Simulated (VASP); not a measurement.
# TaAs (I4_1md) in VASP: a series of runs, part 2 of 2

VASP 6.6.1. The steps go on from the part before.

## (3) Single point, PBEsol

This run uses another cell than the first one, of 16.23 Å³/atom.

INCAR reads:

```
ALGO = Normal
EDIFF = 1E-6
ENCUT = 520
GGA = PS
ISIF = 2
ISMEAR = -1
LASPH = T
LCHARG = F
LREAL = F
LWAVE = F
NBANDS = 24
NELM = 100
PREC = Accurate
SIGMA = 0.05
```

KPOINTS reads:

```
k-points
0
Gamma
  11 11 11
```

POSCAR reads:

```
TaAs
1.0
   -1.6923378284      1.6923378284      5.6668354012
    1.6923378284     -1.6923378284      5.6668354012
    1.6923378284      1.6923378284     -5.6668354012
Ta As
2 2
Direct
    0.5006891893      0.5006891893      0.0000000000
    0.2506891893      0.7506891893      0.5000000000
    0.0819102307      0.0819102307      0.0000000000
    0.8319102307      0.3319102307      0.5000000000
```

Potentials or basis: VASP PAW PBE potentials, release 64 (Ta_pv, As).

Started as:

```bash
cat potpaw_PBE.64/Ta_pv/POTCAR potpaw_PBE.64/As/POTCAR > POTCAR
mpirun -np 1 vasp_std > vasp.out
```

OUTCAR:

```text
EDIFF = 1E-6
   ENCUT = 520
   GGA = PS
   ISIF = 2
   ISMEAR = -1
   LASPH = T
   LREAL = F
   NELM = 100
   PREC = Accurate

 ion  position               nearest neighbor table
   1  0.501  0.501  0.000-   4 2.55   4 2.55   3 2.56   3 2.56   3 2.56   3 2.56   2 3.30   2 3.30
                             2 3.30   2 3.30
   2  0.251  0.751  0.500-   3 2.55   3 2.55   4 2.56   4 2.56   4 2.56   4 2.56   1 3.30   1 3.30
                             1 3.30   1 3.30
[... 846 lines left out ...]
     24      13.4360      0.00000

 [... further k-points ...]
[... 5 lines left out ...]
  --------------------------------------------------------------------------------------
  -------------------------------------------------------------------------------------
  Total        4.4227494      4.4227494      4.3291166      0.0000000      0.0000000      0.0000000
  in kB      109.1511201    109.1511201    106.8403118      0.0000000      0.0000000      0.0000000
  external PRESSURE =     108.3808507 kB  Pullay stress =       0.0000000 kB

 VOLUME and BASIS-vectors are now :
 -----------------------------------------------------------------------------
  energy-cutoff  :      520.00
  volume of cell :       64.92
      direct lattice vectors                 reciprocal lattice vectors
    -1.692337828  1.692337828  5.666835401     0.000000000  0.295449284  0.088232667
     1.692337828 -1.692337828  5.666835401     0.295449284  0.000000000  0.088232667
     1.692337828  1.692337828 -5.666835401     0.295449284  0.295449284  0.000000000

 POSITION                                       TOTAL-FORCE (eV/Angst)
 -----------------------------------------------------------------------------------
      0.00000      0.00000      5.67465         0.000000     -0.000000      0.001365
      1.69234      0.00000      2.84123        -0.000000      0.000000      0.001365
      0.00000      0.00000      0.92834        -0.000000     -0.000000     -0.001365
      0.00000      1.69234      3.76176        -0.000000     -0.000000     -0.001365
 -----------------------------------------------------------------------------------
    total drift:                                0.000000      0.000000     -0.000932

  FREE ENERGIE OF THE ION-ELECTRON SYSTEM (eV)
  ---------------------------------------------------
  free  energy   TOTEN  =       -37.6179789503 eV

  energy  without entropy=      -37.6136065250  energy(sigma->0) =      -37.61579274
```

It took 5.4 min on 1 thread of AMD EPYC 7R13 (Zen 3), shared host; peak memory 0.39 GiB.

What came out:

| Item | Value |
| --- | --- |
| Free energy | -37.6180 eV |
| Pressure | 10.8 GPa |
| Band gap on the k mesh | 0.01 eV |

Levels at points of the mesh, in eV from the valence-band top:
| k point | band 13 | band 14 | band 15 | band 16 | band 17 | band 18 | band 19 | band 20 |
| --- | --- | --- | --- | --- | --- | --- | --- | --- |
| (0.00, 0.00, 0.00) | -2.55 | -2.04 | -1.69 | -1.69 | 0.91 | 1.70 | 2.62 | 3.35 |

Caveat: the cell stands under pressure; the PAW data sets were made with another functional, which shifts forces and pressure a little; spin-orbit coupling is left out, which moves the levels of the heavy elements.

## (4) Relaxation of cell and atoms, PBEsol

This run uses another cell than the first one, of 17.40 Å³/atom.

INCAR reads:

```
  ALGO = Normal
  EDIFF = 1E-6
  EDIFFG = -0.01
  ENCUT = 600
  GGA = PS
  IBRION = 2
  ISIF = 3
  ISMEAR = -1
  LASPH = True
  LCHARG = False
  LREAL = False
  LWAVE = False
  NELM = 100
  NSW = 60
  PREC = Accurate
  SIGMA = 0.05
```

KPOINTS is that of step 3.

POSCAR reads:

```
TaAs
1.0
   -1.7218133622      1.7218133622      5.8679415361
    1.7218133622     -1.7218133622      5.8679415361
    1.7218133622      1.7218133622     -5.8679415361
Ta As
2 2
Direct
    0.4999673000      0.4999673000      0.0000000000
    0.2499673000      0.7499673000      0.5000000000
    0.0826321200      0.0826321200      0.0000000000
    0.8326321200      0.3326321200      0.5000000000
```

Started as:

```bash
cat potpaw_PBE.64/Ta_pv/POTCAR potpaw_PBE.64/As/POTCAR > POTCAR
mpirun -np 1 vasp_std > vasp.out
```

Wall time 34 min (1 thread of AMD EPYC 7R13 (Zen 3), shared host); peak memory 0.55 GiB.

The run converged. Its results:

- Free energy: -37.7292 eV
- Relaxed volume: 17.09 Å³/atom
- Relaxed cell: a = 6.286 Å, b = 6.286 Å, c = 6.286 Å, α = 148.31°, β = 148.31°, γ = 45.44°
- Space group after relaxing (to 0.1 Å): I4_1md (No. 109)
- Energy gained by relaxing: 3.5 meV/atom
- Ionic steps: 8
- Pressure after relaxing: -0.1 GPa
- Band gap on the k mesh: zero (bands 16 and 17 overlap by 0.02 eV)

Forces on the atoms (eV/Å):
```
Ta   0.000  0.000  0.002
Ta   0.000  0.000  0.002
As   0.000  0.000 -0.002
As   0.000  0.000 -0.002
```

The path:
```
step  energy change (eV)  largest force (eV/Å)  pressure (GPa)  volume (Å³)
   1              0.0000                0.0243           -3.22        69.59
   2              0.0335                0.0554            6.92        66.13
   3             -0.0127                0.0337            0.03        68.37
   4             -0.0127                0.0339            0.08        68.35
   5             -0.0137                0.0336            0.06        68.33
   6             -0.0139                0.0332            0.05        68.31
   7             -0.0140                0.0106           -0.09        68.36
   8             -0.0140                0.0023           -0.07        68.35
```

Final structure:
```xyz
4
Lattice="-1.7166 1.7166 5.7985 1.7166 -1.7166 5.7985 1.7166 1.7166 -5.7985" Properties=species:S:1:pos:R:3 pbc="T T T"
Ta    0.0000    0.0000    5.8021
Ta    1.7166    0.0000    2.9029
As    0.0000    0.0000    0.9543
As    0.0000    1.7166    3.8535
```

Levels at points of the mesh, in eV from the Fermi level:
| k point | band 14 | band 15 | band 16 | band 17 | band 18 | band 19 |
| --- | --- | --- | --- | --- | --- | --- |
| (0.00, 0.00, 0.00) | -1.95 | -1.64 | -1.64 | 0.90 | 1.60 | 2.42 |

Caveat: the PAW data sets were made with another functional, which shifts forces and pressure a little; spin-orbit coupling is left out, which moves the levels of the heavy elements.

## (5) Relaxation of cell and atoms, PBEsol

This run uses another cell than the first one, of 17.40 Å³/atom.

INCAR reads:

```
SYSTEM = TaAs
ALGO = Normal
EDIFF = 1E-6
EDIFFG = -0.01
ENCUT = 600
GGA = PS
IBRION = 2
ISIF = 3
ISMEAR = -1
LASPH = .TRUE.
LCHARG = .FALSE.
LREAL = .FALSE.
LWAVE = .FALSE.
NELM = 60
NSW = 60
PREC = Accurate
SIGMA = 0.05
```

KPOINTS reads:

```
k-points
0
G
  11 11 11
  0 0 0
```

POSCAR is that of step 4.

Started as:

```bash
cat potpaw_PBE.64/Ta_pv/POTCAR potpaw_PBE.64/As/POTCAR > POTCAR
mpirun -np 1 vasp_std > vasp.out
```

Wall time 59 min (1 thread of Intel Xeon 8259CL, shared host); peak memory 0.58 GiB.

Results (log left out):

```yaml
Free_energy: -37.7292 eV
Relaxed_volume: 17.09 Å³/atom
Relaxed_cell: a = 6.286 Å, b = 6.286 Å, c = 6.286 Å, α = 148.31°, β = 148.31°, γ = 45.44°
Space_group_after_relaxing_to_0.1_Å: I4_1md (No. 109)
Energy_gained_by_relaxing: 3.5 meV/atom
Ionic_steps: 8
Pressure_after_relaxing: -0.1 GPa
Band_gap_on_the_k_mesh: zero (bands 16 and 17 overlap by 0.02 eV)
```

Forces in eV/Å, atoms in the order of the input:
```
Ta   0.000  0.000  0.002
Ta   0.000  0.000  0.002
As   0.000  0.000 -0.002
As   0.000  0.000 -0.002
```

Step by step:
| step | energy change (eV) | largest force (eV/Å) | pressure (GPa) | volume (Å³) |
| --- | --- | --- | --- | --- |
| 1 | 0.0000 | 0.0243 | -3.22 | 69.59 |
| 2 | 0.0335 | 0.0554 | 6.92 | 66.13 |
| 3 | -0.0127 | 0.0337 | 0.03 | 68.37 |
| 4 | -0.0127 | 0.0339 | 0.08 | 68.35 |
| 5 | -0.0137 | 0.0336 | 0.06 | 68.33 |
| 6 | -0.0139 | 0.0332 | 0.05 | 68.31 |
| 7 | -0.0140 | 0.0106 | -0.09 | 68.36 |
| 8 | -0.0140 | 0.0023 | -0.07 | 68.35 |

Final structure:
```
CELL_PARAMETERS angstrom
-1.71661 1.71661 5.79850
1.71661 -1.71661 5.79850
1.71661 1.71661 -5.79850
ATOMIC_POSITIONS crystal
Ta 0.50031 0.50031 0.00000
Ta 0.25031 0.75031 0.50000
As 0.08229 0.08229 0.00000
As 0.83229 0.33229 0.50000
```

Levels at points of the mesh, in eV from the Fermi level:
| k point | band 14 | band 15 | band 16 | band 17 | band 18 | band 19 |
| --- | --- | --- | --- | --- | --- | --- |
| (0.00, 0.00, 0.00) | -1.95 | -1.64 | -1.64 | 0.90 | 1.60 | 2.42 |

Caveat: the PAW data sets were made with another functional, which shifts forces and pressure a little; spin-orbit coupling is left out, which moves the levels of the heavy elements.

## (6) Single point, PBEsol

This run uses another cell than the first one, of 17.40 Å³/atom.

INCAR reads:

```
SYSTEM = TaAs
  ALGO = Normal
  EDIFF = 1E-6
  ENCUT = 510
  GGA = PS
  GGA_COMPAT = .FALSE.
  ISIF = 2
  ISMEAR = -1
  LASPH = .TRUE.
  LCHARG = .FALSE.
  LREAL = .FALSE.
  LWAVE = .FALSE.
  NBANDS = 36
  NELM = 120
  PREC = Accurate
  SIGMA = 0.05
```

KPOINTS is that of step 5.

POSCAR is that of step 5.

Potentials or basis: VASP PAW PBE potentials, release 64 (Ta_sv_GW, As_d).

Started as:

```bash
cat potpaw_PBE.64/Ta_sv_GW/POTCAR potpaw_PBE.64/As_d/POTCAR > POTCAR
mpirun -np 1 vasp_std > vasp.out
```

It took 9.2 min on 1 thread of Intel Xeon 6975P-C (Granite Rapids), shared host; peak memory 0.51 GiB.

Results (log left out):

```yaml
Free_energy: -42.7902 eV
Pressure: -4.1 GPa
Largest_force: 0.023 eV/Å
Band_gap_on_the_k_mesh: 0.01 eV (least direct gap 0.04 eV)
```

Forces on the atoms (eV/Å):
```
Ta   0.000  0.000  0.023
Ta   0.000  0.000  0.023
As   0.000  0.000 -0.023
As   0.000  0.000 -0.023
```

Stress tensor (GPa, compression positive):
```
-3.90  0.00  0.00
 0.00 -3.90  0.00
 0.00  0.00 -4.51
```

Levels at points of the mesh, in eV from the valence-band top:
| k point | band 24 | band 25 | band 26 | band 27 | band 28 | band 29 | band 30 | band 31 | band 32 | band 33 |
| --- | --- | --- | --- | --- | --- | --- | --- | --- | --- | --- |
| (0.00, 0.00, 0.00) | -2.47 | -2.36 | -1.96 | -1.64 | -1.64 | 0.91 | 1.57 | 2.30 | 3.09 | 3.09 |

Caveat: the cell stands under tension; the smearing spreads over this small gap; the PAW data sets were made with another functional, which shifts forces and pressure a little; spin-orbit coupling is left out, which moves the levels of the heavy elements. A k mesh can miss the band edges.

## (7) Overview

```tsv
task	potentials or basis	cell	cutoff (eV)	gap on the mesh (eV)	pressure (GPa)
single point	VASP PAW PBE potentials, release 64 (Ta_pv, As)	a = 6.044 Å, angles 147.8, 147.8, 46.1°, 4 atoms, atomic positions A	520	0.06	21.0
single point	VASP PAW PBE potentials, release 64 (Ta_pv, As)	a = 6.152 Å, angles 148.1, 148.1, 45.8°, 4 atoms, atomic positions B	520	0.01	10.8
relaxation of cell and atoms	VASP PAW PBE potentials, release 64 (Ta_pv, As)	relaxed from a = 6.353 Å, angles 148.6, 148.6, 45.1°, 4 atoms, atomic positions C	600	none	-0.1
single point	VASP PAW PBE potentials, release 64 (Ta_sv_GW, As_d)	a = 6.353 Å, angles 148.6, 148.6, 45.1°, 4 atoms, atomic positions C	510	0.01	-4.1
```

Alike in all rows: level PBEsol; no spin polarisation; k mesh 11 × 11 × 11; smearing fermi-dirac 0.05 eV.

Caveats: the PAW data sets were made with another functional, which shifts forces and pressure a little; spin-orbit coupling is left out, which moves the levels of the heavy elements; the cell stands under pressure (at least some runs); the cell stands under tension (at least some runs); the smearing spreads over this small gap (at least some runs).

Absolute energies hang on the potentials; compare differences alone.
